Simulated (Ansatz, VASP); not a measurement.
## One calculation of Ca, two programs

The input INCAR:

```
ALGO     = Normal         # electronic algorithm
EDIFF    = 1E-7           # SCF threshold, eV
ENCUT    = 520            # plane-wave cutoff, eV
GGA      = PS             # functional
ISIF     = 2              # what is computed and relaxed
ISMEAR   = -1             # smearing method
LASPH    = T              # aspherical terms in the spheres
LCHARG   = F              # write CHGCAR
LREAL    = F              # projectors in reciprocal space
LWAVE    = F              # write WAVECAR
NBANDS   = 28             # bands
NELM     = 80             # most SCF steps
PREC     = Accurate       # precision mode
SIGMA    = 0.1            # smearing width, eV
```

Contents of KPOINTS:

```
k-points
0
Gamma
  11 11 3
```

The input POSCAR:

```
Ca
1.0
    3.7489655953      0.0000000000      0.0000000000
   -1.8744827976      3.2466994434      0.0000000000
    0.0000000000      0.0000000000     12.3087912162
Ca
4
Direct
    1.0000000000      0.0000000000      1.0000000000
    1.0000000000      0.0000000000      0.5000000000
    0.3333333333      0.6666666667      0.2500000000
    0.6666666667      0.3333333333      0.7500000000
```

Input for Ansatz:

```yaml
crystal:
  lattice:
    - [3.7489655953, 0.0, 0.0]
    - [-1.8744827976, 3.2466994434, 0.0]
    - [0.0, 0.0, 12.3087912162]
  atoms:
    - { symbol: Ca, position: [1.0, 0.0, 1.0] }
    - { symbol: Ca, position: [1.0, 0.0, 0.5] }
    - { symbol: Ca, position: [0.3333333333, 0.6666666667, 0.25] }
    - { symbol: Ca, position: [0.6666666667, 0.3333333333, 0.75] }
hamiltonian:
  xc: pbesol
  pseudopotentials:
    kind: paw
    azcp:
      Ca: "pseudopotentials/Ca.paw.azcp"
basis:
  ecutwfc: 420
  fft_grid_basis: typed
kpoints:
  mp_grid: { grid: [11, 11, 3], shift: [0, 0, 0] }
magnetization:
  spin_polarized: false
scf:
  occupations: { method: fermi_dirac, width: 0.1 }
  lower_state_search: "off"
output:
  stress: true
```

Alike in both runs: task single point; functional PBEsol; k mesh 11 × 11 × 3; occupations fermi-dirac, width 0.1 eV; no spin polarisation.

|  | VASP | Ansatz |
| --- | --- | --- |
| version | VASP 6.6.1 | Ansatz 0.2.0 |
| potentials or method | VASP PAW PBE potentials, release 64 (Ca_sv), cutoff 520 eV | plane waves (420 eV) with PAW, scalar-relativistic |
| valence electrons in the cell | 40 | 40 |

|  | VASP | Ansatz | Ansatz less VASP |
| --- | --- | --- | --- |
| pressure (GPa) | 1.7 | 1.7 | -0.01 |

VASP's potentials were made for PBE, not for PBEsol, and Ansatz warns of the same on its side. The functional is the same, so the differences come from potentials, cutoffs and numerics.
